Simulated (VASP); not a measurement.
CsCl, 2 atoms in the cell. The structure is cubic, space group Pm-3m (No. 221). Conventional cell: a = 4.065 Å, b = 4.065 Å, c = 4.065 Å, α = 90.00°, β = 90.00°, γ = 90.00°. Within 4.6 Å of Cs (site symmetry m-3m) lie 8 Cl at 3.52 Å and 6 Cs at 4.07 Å. Within 4.6 Å of Cl (site symmetry m-3m) lie 8 Cs at 3.52 Å and 6 Cl at 4.07 Å. 

```yaml
Program: VASP 6.6.1
Task: single point
Functional: PBEsol
Potentials_or_basis: VASP PAW PBE potentials, release 64 (Cs_sv, Cl)
Cutoff: 500 eV
k_mesh: 6 × 6 × 6
Occupations: gaussian, width 0.01 eV
Spin: no spin polarisation
Dipole_correction: no
Further_INCAR_settings: ALGO = Normal; EDIFF = 1e-06; NBANDS = 15
```

Potentials or basis: VASP PAW PBE potentials, release 64 (Cs_sv, Cl).

Command:

```bash
$ cat potpaw_PBE.64/Cs_sv/POTCAR potpaw_PBE.64/Cl/POTCAR > POTCAR
$ mpirun -np 1 vasp_std > vasp.out
```

Hardware: 1 thread of Intel(R) Xeon(R) Platinum 8259CL CPU @ 2.50GHz (Skylake/Cascade Lake), with other jobs on the host.

Problem. Estimate the wall time of this run.

Solution. It took 14 s on 1 thread of Intel(R) Xeon(R) Platinum 8259CL CPU @ 2.50GHz (Skylake/Cascade Lake) (shared host), peak memory 0.17 GiB. Counts: scf iterations 12, k points 20.
